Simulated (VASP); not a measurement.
# GaC2 (P4/nmm) in VASP: further runs, part 2 of 2

VASP 6.6.1. Earlier steps stand in the parts before.

## Step 4: Single point, PBE

This run uses another cell than the first one, of 9.52 Å³/atom, 1.015 times its volume.

Input file INCAR:

```
SYSTEM = GaC2
  ALGO = Normal
  EDIFF = 1E-7
  ENCUT = 520
  GGA = PE
  ISIF = 2
  ISMEAR = 0
  LASPH = .True.
  LCHARG = .True.
  LELF = .True.
  LREAL = .False.
  LVHAR = .True.
  LWAVE = .False.
  NBANDS = 30
  NELM = 60
  PREC = Accurate
  SIGMA = 0.1
```

Input file KPOINTS:

```
k-points
0
Gamma
  16 16 4
  0 0 0
```

Input file POSCAR:

```
GaC2
1.0
    2.4525458297      0.0000000000      0.0000000000
    0.0000000000      2.4525458297      0.0000000000
    0.0000000000      0.0000000000      9.4981640410
Ga C
2 4
Direct
    0.5000000000      0.0000000000      0.2471511411
    0.0000000000      0.5000000000      0.7528488589
    0.0000000000      0.0000000000      0.0000000000
    0.5000000000      0.5000000000      0.0000000000
    0.5000000000      0.0000000000      0.4902541759
    0.0000000000      0.5000000000      0.5097458241
```

Potentials or basis: VASP PAW PBE potentials, release 64 (Ga_d, C).

Run with:

```
$ cat potpaw_PBE.64/Ga_d/POTCAR potpaw_PBE.64/C/POTCAR > POTCAR
$ mpirun -np 1 vasp_std > vasp.out
```

OUTCAR:

```text
SYSTEM = GaC2
   EDIFF = 1E-7
   ENCUT = 520
   GGA = PE
   ISIF = 2
   ISMEAR = 0
   LASPH = .True.
   LREAL = .False.
   NELM = 60
   PREC = Accurate

 ion  position               nearest neighbor table
   1  0.500  0.000  0.247-   5 2.31
   2  0.000  0.500  0.753-   6 2.31
   3  0.000  0.000  0.000-   4 1.73   4 1.73   4 1.73   4 1.73
   4  0.500  0.500  0.000-   3 1.73   3 1.73   3 1.73   3 1.73
   5  0.500  0.000  0.490-   6 1.74   6 1.74   6 1.74   6 1.74   1 2.31
   6  0.000  0.500  0.510-   5 1.74   5 1.74   5 1.74   5 1.74   2 2.31

  LATTYP: Found a simple tetragonal cell.
 ALAT       =     2.4525458297
 C/A-ratio  =     3.8727773915

  Lattice vectors:

 A1 = (   2.4525458297,   0.0000000000,   0.0000000000)
 A2 = (   0.0000000000,   2.4525458297,   0.0000000000)
 A3 = (   0.0000000000,   0.0000000000,   9.4981640410)

Analysis of symmetry for initial positions (statically):
=====================================================================
 Subroutine PRICEL returns:
 Original cell was already a primitive cell.

 Routine SETGRP: Setting up the symmetry group for a
 simple tetragonal supercell.

 Subroutine GETGRP returns: Found 16 space group operations
 (whereof  8 operations were pure point group operations)
 out of a pool of 16 trial point group operations.

The static configuration has the point symmetry D_2d.
 The point group associated with its full space group is D_4h.

Analysis of symmetry for dynamics (positions and initial velocities):
=====================================================================
 Subroutine PRICEL returns:
 Original cell was already a primitive cell.

 Routine SETGRP: Setting up the symmetry group for a
 simple tetragonal supercell.

[... 124 lines left out ...]
   NELECT =      42.0000    total number of electrons
   NUPDOWN=      -1.0000    fix difference up-down
   EMIN   =  10.00;   EMAX   =-10.00  energy-range for DOS
   EFERMI =   0.00;   METHOD = LEGACY
   ISMEAR =     0;   SIGMA  =   0.10  broadening in eV -4-tet -1-fermi 0-gaus
   EFERMI_NEDOS =   21; number of points for ismear=-14 and -15
   IALGO  =     38    algorithm
   IMIX   =      4    mixing-type and parameters
     AMIX     =   0.40;   BMIX     =  1.00
     AMIX_MAG =   1.60;   BMIX_MAG =  1.00
  volume/ion in A,a.u.               =       9.52        64.26
  Fermi-wavevector in a.u.,A,eV,Ry     =   1.477520  2.792107 29.702396  2.183065
  Thomas-Fermi vector in A             =   2.591914
   LORBIT       =      0    0 simple, 1 ext, 2 COOP (PROOUT), +10 PAW based schemes
   GGA     = PE    functional components
   LHFCALC =     F    Hartree Fock is set to
   AEXX    =    0.0000 exact exchange contribution
   IVDW    =     0    specifies the selected vdW correction
   LEPSILON=     F    determine dielectric tensor
   LRPA    =     F    only Hartree local field effects (RPA)
 non-spin polarized calculation
 Gauss-broadening in eV      SIGMA  =   0.10
  energy-cutoff  :      520.00
  volume of cell :       57.13
 maximum number of plane-waves:      1575
   NGX =  9   NGY =  9   NGZ = 35

 number of electron      42.0000049 magnetization

 Free energy of the ion-electron system (eV)
  ---------------------------------------------------
  ext. energy  EPLUGINS =         0.00000000
  ---------------------------------------------------
  free energy    TOTEN  =       -31.38932111 eV

  energy without entropy =      -31.38126559  energy(sigma->0) =      -31.38529335

 E-fermi :   7.6478     XC(G=0): -12.4073

 val. band max:        7.6463647018   @ k =   0.5000   0.1875   0.5000
 cond. band min:       7.6600741438   @ k =   0.3125   0.3125   0.5000
 fundamental gap:      0.0137094420
 Fermi energy:         7.6477950138

 k-point     1 :       0.0000    0.0000    0.0000
  band No.  band energies     occupation
      1     -10.6874      2.00000
      2     -10.2863      2.00000
      3      -8.0363      2.00000
      4      -8.0363      2.00000
      5      -7.7522      2.00000
      6      -7.7192      2.00000
[... 781 lines left out ...]
     29      17.8102      0.00000
     30      17.8302      0.00000

 [... further k-points ...]
[... 5 lines left out ...]
  --------------------------------------------------------------------------------------
  -------------------------------------------------------------------------------------
  Total        0.1046859      0.1046859      0.0831521      0.0000000      0.0000000      0.0000000
  in kB        2.9357893      2.9357893      2.3318999      0.0000000      0.0000000      0.0000000
  external PRESSURE =       2.7344929 kB  Pullay stress =       0.0000000 kB

 VOLUME and BASIS-vectors are now :
 -----------------------------------------------------------------------------
  energy-cutoff  :      520.00
  volume of cell :       57.13
      direct lattice vectors                 reciprocal lattice vectors
     2.452545830  0.000000000  0.000000000     0.407739577  0.000000000  0.000000000
     0.000000000  2.452545830  0.000000000     0.000000000  0.407739577  0.000000000
     0.000000000  0.000000000  9.498164041     0.000000000  0.000000000  0.105283505

 POSITION                                       TOTAL-FORCE (eV/Angst)
 -----------------------------------------------------------------------------------
      1.22627      0.00000      2.34748         0.000000      0.000000     -0.003249
      0.00000      1.22627      7.15068         0.000000     -0.000000      0.003249
      0.00000      0.00000      0.00000        -0.000000      0.000000      0.000000
      1.22627      1.22627      0.00000         0.000000     -0.000000      0.000000
      1.22627      0.00000      4.65651         0.000000     -0.000000      0.007175
      0.00000      1.22627      4.84165         0.000000      0.000000     -0.007175
 -----------------------------------------------------------------------------------
    total drift:                                0.000000      0.000000      0.000000

  FREE ENERGIE OF THE ION-ELECTRON SYSTEM (eV)
  ---------------------------------------------------
  free  energy   TOTEN  =       -31.3893211132 eV

  energy  without entropy=      -31.3812655886  energy(sigma->0) =      -31.38529335
```

stdout:

```text
POSCAR found type information on POSCAR GaC
 POSCAR found :  2 types and       6 ions
 scaLAPACK will be used
 LDA part: xc-table for (Slater+PW92), standard interpolation
 POSCAR, INCAR and KPOINTS ok, starting setup
 FFT: planning ... GRIDC
 FFT: planning ... GRID_SOFT
 FFT: planning ... GRID
 WAVECAR not read
 entering main loop
```

Wall time 96 s (1 thread of Intel Xeon 6975P-C (Granite Rapids), shared host); peak memory 0.29 GiB.

The run converged, but its numbers aren't listed here, since they failed a check.

## Step 5: Relaxation of cell and atoms, PBE

This run uses another cell than the first one, of 10.78 Å³/atom, 1.149 times its volume.

Input file INCAR:

```
SYSTEM = GaC2
  ALGO = Normal
  EDIFF = 1E-6
  EDIFFG = -0.04
  ENCUT = 600
  GGA = PE
  IBRION = 2
  ISIF = 3
  ISMEAR = 0
  LASPH = .True.
  LCHARG = .False.
  LREAL = .False.
  LWAVE = .False.
  NELM = 100
  NSW = 90
  PREC = Accurate
  SIGMA = 0.1
```

Input file KPOINTS:

```
k-points
0
Gamma
  6 6 4
  0 0 0
```

Input file POSCAR:

```
GaC2
1.0
    3.1354782063      0.0000000000      0.0000000000
    0.0000000000      3.1354782063      0.0000000000
    0.0000000000      0.0000000000      6.5802069551
Ga C
2 4
Direct
    0.5000000000      0.0000000000      0.2800000000
    0.0000000000      0.5000000000      0.7200000000
    0.0000000000      0.0000000000      0.0000000000
    0.5000000000      0.5000000000      0.0000000000
    0.5000000000      0.0000000000      0.6400000000
    0.0000000000      0.5000000000      0.3600000000
```

Run with:

```
$ cat potpaw_PBE.64/Ga_d/POTCAR potpaw_PBE.64/C/POTCAR > POTCAR
$ mpirun -np 1 vasp_std > vasp.out
```

Wall time 11 min (1 thread of Intel Xeon 6975P-C (Granite Rapids), shared host); peak memory 0.23 GiB.

It converged, with:

| Property | Result |
| --- | --- |
| Free energy | -28.4373 eV |
| Relaxed volume | 10.85 Å³/atom |
| Relaxed cell | a = 2.853 Å, b = 2.853 Å, c = 8.000 Å, α = 90.00°, β = 90.00°, γ = 90.00° |
| Space group after relaxing (to 0.05 Å) | P4/nmm (No. 129) |
| Energy gained by relaxing | 178.0 meV/atom |
| Ionic steps | 35 |
| Pressure after relaxing | 0.0 GPa |
| Largest force after relaxing | 0.040 eV/Å |
| Band gap on the k mesh | zero (band 21 reaches 7.20 eV, above the bottom of band 22 at 3.63 eV) |

Forces in eV/Å, atoms in the order of the input:
```
Ga   0.000  0.000  0.040
Ga   0.000  0.000 -0.040
C    0.000  0.000  0.000
C    0.000  0.000  0.000
C    0.000  0.000 -0.030
C    0.000  0.000  0.030
```

Stress tensor (GPa, compression positive):
```
 0.25  0.00  0.00
 0.00  0.25  0.00
 0.00  0.00 -0.41
```

The path:
| step | energy change (eV) | largest force (eV/Å) | pressure (GPa) | volume (Å³) |
| --- | --- | --- | --- | --- |
| 1 | 0.0000 | 0.6181 | -12.25 | 64.69 |
| 2 | -0.3303 | 0.6476 | 2.61 | 57.27 |
| 3 | -0.3315 | 0.6543 | 1.58 | 57.64 |
| 4 | -0.4206 | 0.5015 | 2.23 | 57.40 |
| 5 | -0.6479 | 0.4036 | 6.37 | 56.60 |
| 6 | -0.6976 | 0.4836 | 5.49 | 57.06 |
| 7 | -0.7976 | 0.4564 | 1.96 | 58.30 |
| 8 | -0.9096 | 0.8160 | 0.55 | 60.62 |
| 9 | -0.9101 | 0.8452 | 0.84 | 61.13 |
| 10 | -0.9514 | 0.6063 | 0.30 | 61.39 |
| 11 | -0.9824 | 0.2798 | -0.24 | 61.83 |
| 12 | -0.9840 | 0.2170 | -0.34 | 61.94 |
| 13 | -0.9841 | 0.1986 | -0.37 | 61.98 |
| 14 | -0.9932 | 0.1705 | -0.14 | 61.86 |
| 15 | -1.0083 | 0.1083 | 0.45 | 61.53 |
| 16 | -1.0037 | 0.0555 | 1.55 | 60.85 |
| 17 | -1.0106 | 0.0608 | 0.91 | 61.25 |
| 18 | -1.0149 | 0.1330 | -0.47 | 61.96 |
| 19 | -1.0153 | 0.1568 | -0.94 | 62.22 |
| 20 | -1.0177 | 0.1699 | -0.94 | 62.35 |
| 21 | -1.0249 | 0.2076 | -0.97 | 62.73 |
| 22 | -1.0370 | 0.2572 | -0.96 | 63.49 |
| 23 | -1.0329 | 0.2829 | -1.23 | 65.01 |
| 24 | -1.0413 | 0.2653 | -1.01 | 64.02 |
| 25 | -1.0496 | 0.1892 | 0.30 | 63.80 |
| 26 | -1.0514 | 0.1678 | 1.17 | 63.64 |
| 27 | -1.0585 | 0.1376 | 0.63 | 63.98 |
| 28 | -1.0597 | 0.1187 | 0.27 | 64.18 |
| 29 | -1.0613 | 0.1108 | 0.15 | 64.34 |
| 30 | -1.0648 | 0.0874 | -0.40 | 64.79 |
| 31 | -1.0654 | 0.0924 | -1.34 | 65.71 |
| 32 | -1.0663 | 0.0629 | -0.89 | 65.29 |
| 33 | -1.0674 | 0.0551 | -0.58 | 65.23 |
| 34 | -1.0682 | 0.0427 | -0.05 | 65.14 |
| 35 | -1.0682 | 0.0399 | 0.03 | 65.12 |

Final structure:
```
CELL_PARAMETERS angstrom
2.85308 0.00000 0.00000
0.00000 2.85308 0.00000
0.00000 0.00000 8.00046
ATOMIC_POSITIONS crystal
Ga 0.50000 0.00000 0.34697
Ga 0.00000 0.50000 0.65303
C 0.00000 0.00000 0.00000
C 0.50000 0.50000 0.00000
C 0.50000 0.00000 0.63599
C 0.00000 0.50000 0.36401
```

Levels at points of the mesh, in eV from the Fermi level:
```tsv
k point	band 18	band 19	band 20	band 21	band 22	band 23	band 24	band 25
(0.00, 0.00, 0.00)	-1.27	-1.23	-1.23	-0.10	-0.10	0.31	3.94	4.77
(0.50, 0.00, 0.00)	-1.10	-0.67	-0.67	1.57	1.57	1.83	1.83	4.31
(0.50, 0.50, 0.00)	-5.81	-4.74	-4.74	-1.98	-1.98	0.67	0.67	1.50
(0.00, 0.00, 0.50)	-1.30	-1.30	-1.27	-0.89	-0.06	-0.06	3.94	4.83
(0.50, 0.00, 0.50)	-2.23	0.77	0.77	1.59	1.59	1.81	1.81	4.31
(0.50, 0.50, 0.50)	-5.84	-4.58	-4.58	-1.82	-1.82	0.54	0.54	1.17
```

## Step 6: The runs side by side

| task | cell | cutoff (eV) | gap on the mesh (eV) | pressure (GPa) | largest force (eV/Å) |
| --- | --- | --- | --- | --- | --- |
| single point | a = 2.493, b = 2.493, c = 9.061 Å, 6 atoms | 520 | none | 0.4 | 0.01 |
| single point | a = 3.135, b = 3.135, c = 6.580 Å, 6 atoms | 520 | none | -12.1 | 0.62 |
| relaxation of cell and atoms | relaxed from a = 3.135, b = 3.135, c = 6.580 Å, 6 atoms | 600 | none | 0.0 | 0.04 |

Alike in all rows: level PBE; potentials or basis VASP PAW PBE potentials, release 64 (Ga_d, C); no spin polarisation; k mesh 6 × 6 × 4; smearing gaussian 0.1 eV.

Caveats: some runs use coarse meshes.

Total energies depend on the potentials used, so only differences within one code and one set of settings carry meaning.
